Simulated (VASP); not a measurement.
# Mg2C in VASP: single point with PBE

Aim: the single point of Mg2C with PBE.

Everything below comes from runs of VASP 6.6.1. Logs are shortened: lines on timing, memory, paths and dates and some standing lists are left out, and cuts for length are marked.

**1. The cell of the first run**

The cell holds a sheet with vacuum, 3 atoms: a = 3.548 Å, b = 3.548 Å, c = 28.030 Å, α = 90.00°, β = 90.00°, γ = 120.00°.

**2. Single point, PBE**

File INCAR:

```
ALGO = Normal ; DIPOL = 0.5 0.5 0.303
EDIFF = 1E-6 ; ENCUT = 520
GGA = PE ; IDIPOL = 3
ISIF = 2 ; ISMEAR = 0
LASPH = T ; LCHARG = T
LDIPOL = T ; LELF = T
LREAL = F ; LVACPOTAV = T
LVHAR = T ; LWAVE = F
NBANDS = 11 ; NELM = 100
PREC = Accurate ; SIGMA = 0.1
```

File KPOINTS:

```
k-points
0
Gamma
  18 18 1
```

File POSCAR:

```
Mg2C
1.0
    3.5483417009      0.0000000000      0.0000000000
   -1.7741708504      3.0729540543      0.0000000000
    0.0000000000      0.0000000000     28.0296612000
Mg C
2 1
Direct
    0.3333333333      0.6666666667      0.2714795947
    0.6666666667      0.3333333333      0.3350207793
    0.0000000000      0.0000000000      0.3032501870
```

Potentials or basis: VASP PAW PBE potentials, release 64 (Mg, C).

The run is started by

```console
$ cat potpaw_PBE.64/Mg/POTCAR potpaw_PBE.64/C/POTCAR > POTCAR
$ mpirun -np 1 vasp_std > vasp.out
```

OUTCAR:

```text
EDIFF = 1E-6
   ENCUT = 520
   GGA = PE
   ISIF = 2
   ISMEAR = 0
   LASPH = T
   LREAL = F
   NELM = 100
   PREC = Accurate

 ion  position               nearest neighbor table
   1  0.333  0.667  0.271-   3 2.23   3 2.23   3 2.23   2 2.71   2 2.71   2 2.71
   2  0.667  0.333  0.335-   3 2.23   3 2.23   3 2.23   1 2.71   1 2.71   1 2.71
   3  0.000  0.000  0.303-   2 2.23   1 2.23   2 2.23   1 2.23   2 2.23   1 2.23

  LATTYP: Found a hexagonal cell.
 ALAT       =     3.5483417009
 C/A-ratio  =     7.8993692160

  Lattice vectors:

 A1 = (   3.5483417009,   0.0000000000,   0.0000000000)
 A2 = (  -1.7741708504,   3.0729540543,   0.0000000000)
 A3 = (   0.0000000000,   0.0000000000,  28.0296612000)

Analysis of symmetry for initial positions (statically):
=====================================================================
 Subroutine PRICEL returns:
 Original cell was already a primitive cell.

 Routine SETGRP: Setting up the symmetry group for a
 hexagonal supercell.

 Subroutine GETGRP returns: Found 12 space group operations
 (whereof  6 operations were pure point group operations)
 out of a pool of 24 trial point group operations.

The static configuration has the point symmetry C_3v.
 The point group associated with its full space group is D_3d.

Analysis of symmetry for dynamics (positions and initial velocities):
=====================================================================
 Subroutine PRICEL returns:
 Original cell was already a primitive cell.

 Routine SETGRP: Setting up the symmetry group for a
 hexagonal supercell.

 Subroutine GETGRP returns: Found 12 space group operations
 (whereof  6 operations were pure point group operations)
 out of a pool of 24 trial point group operations.

The dynamic configuration has the point symmetry C_3v.
 The point group associated with its full space group is D_3d.

 Subroutine INISYM returns: Found 12 space group operations
 (whereof  6 operations are pure point group operations),
 and found     1 'primitive' translations

----------------------------------------------------------------------------------------

                                     Primitive cell

  volume of cell :     305.6324

  direct lattice vectors                    reciprocal lattice vectors
     3.548341701  0.000000000  0.000000000     0.281821787  0.162709885  0.000000000
    -1.774170850  3.072954054  0.000000000     0.000000000  0.325419769  0.000000000
     0.000000000  0.000000000 28.029661200     0.000000000  0.000000000  0.035676493

  length of vectors
     3.548341701  3.548341701 28.029661200     0.325419769  0.325419769  0.035676493

  position of ions in fractional coordinates (direct lattice)
     0.333333333  0.666666667  0.271479595
     0.666666667  0.333333333  0.335020779
     0.000000000  0.000000000  0.303250187

  ion indices of the primitive-cell ions
   primitive index   ion index
                 1           1
                 2           2
                 3           3

----------------------------------------------------------------------------------------

 KPOINTS: k-points

Automatic generation of k-mesh.
 Grid dimensions read from file:
 generate k-points for:   18   18    1

 Generating k-lattice:

  Cartesian coordinates                     Fractional coordinates (reciprocal lattice)
     0.015656766  0.009039438  0.000000000     0.055555556  0.000000000  0.000000000
     0.000000000  0.018078876  0.000000000     0.000000000  0.055555556  0.000000000
     0.000000000  0.000000000  0.035676493     0.000000000  0.000000000  1.000000000

  Length of vectors
     0.018078876  0.018078876  0.035676493

  Shift w.r.t. Gamma in fractional coordinates (k-lattice)
     0.000000000  0.000000000  0.000000000

 Subroutine IBZKPT returns following result:
 ===========================================

 Found     37 irreducible k-points:

 Following reciprocal coordinates:
            Coordinates               Weight
  0.000000  0.000000  0.000000      1.000000
  0.055556 -0.000000  0.000000      6.000000
  0.111111 -0.000000  0.000000      6.000000
  0.166667 -0.000000  0.000000      6.000000
  0.222222  0.000000  0.000000      6.000000
  0.277778  0.000000  0.000000      6.000000
[... 16 lines left out ...]
  0.333333  0.111111  0.000000     12.000000
  0.388889  0.111111  0.000000     12.000000
 [... further k-points ...]
   k-points           NKPTS =     37   k-points in BZ     NKDIM =     37   number of bands    NBANDS=     11
   number of dos      NEDOS =    301   number of ions     NIONS =      3
   total plane-waves  NPLWV = 164640
   dimension x,y,z NGX =    28 NGY =   28 NGZ =  210
   dimension x,y,z NGXF=    56 NGYF=   56 NGZF=  420
   ions per type =               2   1
   NGX,Y,Z   is equivalent  to a cutoff of  13.12, 13.12, 12.46 a.u.
   NGXF,Y,Z  is equivalent  to a cutoff of  26.24, 26.24, 24.91 a.u.
 SYSTEM =  unknown system
   PREC   = accura    normal or accurate (medium, high low for compatibility)
   ISTART =      0    job   : 0-new  1-cont  2-samecut
   ICHARG =      2    charge: 1-file 2-atom 10-const
   ISPIN  =      1    spin polarized calculation?
   LNONCOLLINEAR =      F non collinear calculations
   LSORBIT =      F    spin-orbit coupling
   LASPH  =      T    aspherical Exc in radial PAW
   ENCUT  =  520.0 eV  38.22 Ry    6.18 a.u.   6.60  6.60 52.12*2*pi/ulx,y,z
   NELM   =    100;   NELMIN=  2; NELMDL= -5     # of ELM steps
   EDIFF  = 0.1E-05   stopping-criterion for ELM
   LREAL  =      F    real-space projection
   EDIFFG = 0.1E-04   stopping-criterion for IOM
   NSW    =      0    number of steps for IOM
   IBRION =     -1    ionic relax: 0-MD 1-quasi-New 2-CG
   NFREE  =      0    steps in history (QN), initial steepest desc. (CG)
   ISIF   =      2    stress and relaxation
   ISYM   =      2    0-nonsym 1-usesym 2-fastsym
   POTIM  = 0.5000    time-step for ionic-motion
   TEBEG  =    0.0;   TEEND  =   0.0 temperature during run
   PSTRESS=    0.0 pullay stress
   NELECT =       8.0000    total number of electrons
   NUPDOWN=      -1.0000    fix difference up-down
   EMIN   =  10.00;   EMAX   =-10.00  energy-range for DOS
[... 5 lines left out ...]
     AMIX     =   0.40;   BMIX     =  1.00
     AMIX_MAG =   1.60;   BMIX_MAG =  1.00
  volume/ion in A,a.u.               =     101.88       687.50
  Fermi-wavevector in a.u.,A,eV,Ry     =   0.486077  0.918552  3.214660  0.236271
  Thomas-Fermi vector in A             =   1.486642
   LORBIT       =      0    0 simple, 1 ext, 2 COOP (PROOUT), +10 PAW based schemes
   GGA     = PE    functional components
   LHFCALC =     F    Hartree Fock is set to
   AEXX    =    0.0000 exact exchange contribution
   IVDW    =     0    specifies the selected vdW correction
   LEPSILON=     F    determine dielectric tensor
   LRPA    =     F    only Hartree local field effects (RPA)
 non-spin polarized calculation
 Gauss-broadening in eV      SIGMA  =   0.10
  energy-cutoff  :      520.00
  volume of cell :      305.63
 maximum number of plane-waves:      8337
 NGX is ok and might be reduce to    28
   NGX = 13   NGY = 13   NGZ =105

 dipolmoment           0.000000      0.000000     -0.000024 electrons x Angstroem

 number of electron       7.9999999 magnetization

 dipolmoment           0.000000      0.000000      0.000001 electrons x Angstroem

 Free energy of the ion-electron system (eV)
  ---------------------------------------------------
  ext. energy  EPLUGINS =         0.00000000
  ---------------------------------------------------
  free energy    TOTEN  =       -10.40794938 eV

  energy without entropy =      -10.39935737  energy(sigma->0) =      -10.40365337

 E-fermi :  -1.7790     XC(G=0):  -2.0404

 val. band max:       -1.8196374220   @ k =   0.0556   0.0556   0.0000
 cond. band min:      -1.7701091613   @ k =   0.1111   0.0556   0.0000
 fundamental gap:      0.0495282606
 Fermi energy:        -1.7789887774

 k-point     1 :       0.0000    0.0000    0.0000
  band No.  band energies     occupation
      1     -12.1357      2.00000
      2      -5.3052      2.00000
      3      -2.4261      2.00000
      4      -1.6231      0.02749
      5      -1.6231      0.02749
      6      -0.4707      0.00000
      7       0.7087      0.00000
      8       1.0407      0.00000
      9       1.1429      0.00000
     10       1.8721      0.00000
     11       2.1094      0.00000

 k-point     2 :       0.0556   -0.0000    0.0000
  band No.  band energies     occupation
      1     -12.1036      2.00000
      2      -5.2632      2.00000
      3      -2.4524      2.00000
      4      -1.7259      0.45299
      5      -1.6570      0.08443
      6      -0.4352      0.00000
      7       0.7642      0.00000
      8       1.0853      0.00000
      9       1.1965      0.00000
     10       1.9144      0.00000
     11       2.1743      0.00000

 k-point     3 :       0.1111   -0.0000    0.0000
  band No.  band energies     occupation
      1     -12.0084      2.00000
      2      -5.1379      2.00000
      3      -2.6639      2.00000
      4      -1.8325      1.55101
      5      -1.7513      0.69571
      6      -0.3315      0.00000
      7       0.9223      0.00000
      8       1.2180      0.00000
      9       1.3519      0.00000
     10       2.0400      0.00000
     11       2.3500      0.00000

 k-point     4 :       0.1667   -0.0000    0.0000
  band No.  band energies     occupation
      1     -11.8545      2.00000
      2      -4.9322      2.00000
      3      -3.1649      2.00000
      4      -1.8877      1.87590
      5      -1.7143      0.36054
      6      -0.1701      0.00000
      7       1.1742      0.00000
      8       1.4348      0.00000
      9       1.6025      0.00000
     10       2.2432      0.00000
     11       2.6113      0.00000

 k-point     5 :       0.2222    0.0000    0.0000
  band No.  band energies     occupation
      1     -11.6499      2.00000
      2      -4.6520      2.00000
      3      -3.7920      2.00000
      4      -2.0435      1.99982
      5      -1.4404      0.00000
      6       0.0253      0.00000
      7       1.5176      0.00000
      8       1.7243      0.00000
      9       1.9457      0.00000
     10       2.5047      0.00000
     11       2.9343      0.00000
[... 211 lines left out ...]
 k-point    21 :       0.2222    0.1111    0.0000
  band No.  band energies     occupation
      1     -11.3309      2.00000
      2      -4.4778      2.00000
      3      -4.1931      2.00000
      4      -2.5684      2.00000
      5      -0.9016      0.00000
      6       0.2611      0.00000
      7       2.1049      0.00000
      8       2.1704      0.00000
      9       2.5342      0.00000
     10       2.8874      0.00000
     11       3.4151      0.00000

 k-point    22 :       0.2778    0.1111    0.0000
  band No.  band energies     occupation
      1     -11.0821      2.00000
      2      -5.0030      2.00000
      3      -3.8117      2.00000
      4      -2.7797      2.00000
      5      -0.4240      0.00000
      6       0.3180      0.00000
      7       2.3809      0.00000
      8       2.6376      0.00000
      9       2.9854      0.00000
     10       3.1053      0.00000
     11       3.5435      0.00000

 k-point    23 :       0.3333    0.1111    0.0000
  band No.  band energies     occupation
      1     -10.8516      2.00000
      2      -5.4461      2.00000
      3      -3.4250      2.00000
      4      -2.9388      2.00000
      5       0.1235      0.00000
      6       0.2150      0.00000
      7       2.3272      0.00000
      8       3.0490      0.00000
      9       3.2865      0.00000
     10       3.5562      0.00000
     11       3.7029      0.00000

 k-point    24 :       0.3889    0.1111    0.0000
  band No.  band energies     occupation
      1     -10.6829      2.00000
      2      -5.7480      2.00000
      3      -3.1145      2.00000
      4      -3.0303      2.00000
      5      -0.0089      0.00000
      6       0.7629      0.00000
      7       2.0325      0.00000
      8       2.7738      0.00000
      9       3.7128      0.00000
     10       4.0091      0.00000
     11       4.1790      0.00000

 [... further k-points ...]

------------------------ aborting loop because EDIFF is reached ----------------------------------------

  FORCE on cell =-STRESS in cart. coord.  units (eV):
  Direction    XX          YY          ZZ          XY          YZ          ZX
  --------------------------------------------------------------------------------------
  -------------------------------------------------------------------------------------
  Total       -0.0119150     -0.0119150     -0.0271329     -0.0000000     -0.0000000     -0.0000000
  in kB       -0.0624604     -0.0624604     -0.1422353     -0.0000000     -0.0000000     -0.0000000
  external PRESSURE =      -0.0890520 kB  Pullay stress =       0.0000000 kB

 VOLUME and BASIS-vectors are now :
 -----------------------------------------------------------------------------
  energy-cutoff  :      520.00
  volume of cell :      305.63
      direct lattice vectors                 reciprocal lattice vectors
     3.548341701  0.000000000  0.000000000     0.281821787  0.162709885  0.000000000
    -1.774170850  3.072954054  0.000000000     0.000000000  0.325419769  0.000000000
     0.000000000  0.000000000 28.029661200     0.000000000  0.000000000  0.035676493

 POSITION                                       TOTAL-FORCE (eV/Angst)
 -----------------------------------------------------------------------------------
     -0.00000      2.04864      7.60948        -0.000000      0.000000      0.012102
      1.77417      1.02432      9.39052         0.000000      0.000000     -0.012102
      0.00000      0.00000      8.50000        -0.000000      0.000000      0.000000
 -----------------------------------------------------------------------------------
    total drift:                                0.000000      0.000000     -0.000008

  FREE ENERGIE OF THE ION-ELECTRON SYSTEM (eV)
  ---------------------------------------------------
  free  energy   TOTEN  =       -10.4079493832 eV

  energy  without entropy=      -10.3993573667  energy(sigma->0) =      -10.40365337

 vacuum level on the upper side and lower side of the slab         0.943         0.943
```

Wall time 2.8 min (1 thread of AMD EPYC 7R43 (Zen 3), shared host); peak memory 0.46 GiB.

Results:

```yaml
Free_energy: -10.4079 eV
Largest_force: 0.012 eV/Å
Band_gap_on_the_k_mesh: zero (band 4 reaches -1.62 eV, above the bottom of band 5 at -1.77 eV)
```

Forces on the atoms (eV/Å):
```
Mg   0.000  0.000  0.012
Mg   0.000  0.000 -0.012
C    0.000  0.000  0.000
```

Levels at points of the mesh, in eV from the Fermi level:
| k point | band 1 | band 2 | band 3 | band 4 | band 5 | band 6 | band 7 | band 8 | band 9 |
| --- | --- | --- | --- | --- | --- | --- | --- | --- | --- |
| (0.00, 0.00, 0.00) | -10.36 | -3.53 | -0.65 | 0.16 | 0.16 | 1.31 | 2.49 | 2.82 | 2.92 |
| (0.50, 0.00, 0.00) | -8.89 | -4.19 | -1.26 | -0.75 | 1.50 | 2.81 | 3.18 | 4.54 | 5.08 |
